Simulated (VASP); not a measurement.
Write the native input for VASP 6.6.1 that does the following.

- Task: single point
- Functional: PBEsol
- Potentials or basis: VASP PAW PBE potentials, release 64 (Ti_sv)
- Cutoff: 520 eV
- k mesh: 22 × 22 × 22
- Occupations: gaussian, width 0.15 eV
- Spin: collinear spin
- Starting moments: [1.0] μB
- Fixed moment: 1 μB
- Dipole correction: no
- Further INCAR settings: ALGO = Fast; EDIFF = 1e-06; NBANDS = 16

The structure of Ti lies in POSCAR:

```
Ti
1.0
   -1.6961562523      1.6961562523      1.6961562523
    1.6961562523     -1.6961562523      1.6961562523
    1.6961562523      1.6961562523     -1.6961562523
Ti
1
Direct
    0.0000000000      0.0000000000      0.0000000000
```

This isn't the form of Ti at room conditions, which is hcp.

The input as run:

INCAR

```
SYSTEM = Ti
  ALGO = Fast
  EDIFF = 1E-6
  ENCUT = 520
  GGA = PS
  ISIF = 2
  ISMEAR = 0
  ISPIN = 2
  LASPH = .True.
  LCHARG = .False.
  LMAXMIX = 4
  LORBIT = 11
  LREAL = .False.
  LWAVE = .False.
  MAGMOM = 1
  NBANDS = 16
  NELM = 150
  NUPDOWN = 1.0
  PREC = Accurate
  SIGMA = 0.15
```

KPOINTS

```
k-points
0
Gamma
  22 22 22
  0 0 0
```

Potentials or basis: VASP PAW PBE potentials, release 64 (Ti_sv).

Launch:

```console
$ cat potpaw_PBE.64/Ti_sv/POTCAR > POTCAR
$ mpirun -np 1 vasp_std > vasp.out
```

Results of the run:

```json
{"Pressure": "-12.5 GPa", "Net moment": "1.00 μB per cell", "Site moments": "Ti +0.69 μB", "Valence electrons inside the program's atomic spheres": "Ti 10.15"}
```

Caveat: the cell stands under tension; the PAW data sets were made with another functional, which shifts forces and pressure a little; the total moment is fixed, so each spin has its own Fermi level and the state may be an excited one.

Run time: 5.8 min on 1 thread of Intel Xeon 8259CL, on a shared host, peak memory 0.26 GiB.
